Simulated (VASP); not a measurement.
## CdInS2: single point with PBE

Crystal: CdInS2.

```
CELL_PARAMETERS angstrom
3.82780 0.00000 0.00000
-1.91390 3.31497 0.00000
0.00000 0.00000 8.07972
ATOMIC_POSITIONS crystal
Cd 0.00000 0.00000 0.00000
In 0.00000 0.00000 0.50000
S 0.66667 0.33333 0.75786
S 0.33333 0.66667 0.24214
```

| Item | Value |
| --- | --- |
| Program | VASP 6.6.1 |
| Task | single point |
| Functional | PBE |
| Potentials or basis | VASP PAW PBE potentials, release 64 (Cd, In_d, S) |
| Cutoff | 520 eV |
| k mesh | 15 × 15 × 8 |
| Occupations | gaussian, width 0.15 eV |
| Spin | no spin polarisation |
| Dipole correction | no |
| Further INCAR settings | ALGO = Normal; EDIFF = 1e-06; NBANDS = 26 |

| Quantity | Value |
| --- | --- |
| Pressure | -6.8 GPa |
| Largest force | 0.062 eV/Å |
| Band gap on the k mesh | zero (an odd number of electrons rules out a gap without spin polarisation) |

Forces in eV/Å, atoms in the order of the input:
```
Cd   0.000  0.000  0.000
In   0.000  0.000  0.000
S    0.000  0.000  0.062
S    0.000  0.000 -0.062
```

Stress tensor (GPa, compression positive):
```
 -1.70   0.00   0.00
  0.00  -1.70   0.00
  0.00   0.00 -16.95
```

Levels at points of the mesh, in eV from the Fermi level:
| k point | band 17 | band 18 | band 19 | band 20 | band 21 | band 22 |
| --- | --- | --- | --- | --- | --- | --- |
| (0.00, 0.00, 0.00) | -0.51 | -0.28 | -0.28 | 3.41 | 3.48 | 6.35 |
| (0.00, 0.00, 0.50) | -0.35 | -0.35 | 0.37 | 1.18 | 5.21 | 5.27 |

It took 3.5 min on 1 thread of Intel(R) Xeon(R) 6975P-C (Granite Rapids), on a shared host, peak memory 0.58 GiB.

Caveat: the stress differs along the axes, from -17 to -2 GPa; spin-orbit coupling is left out, which moves the levels of the heavy elements; an odd number of electrons without spin polarisation forces a metal; a magnetic or distorted state may lie lower.
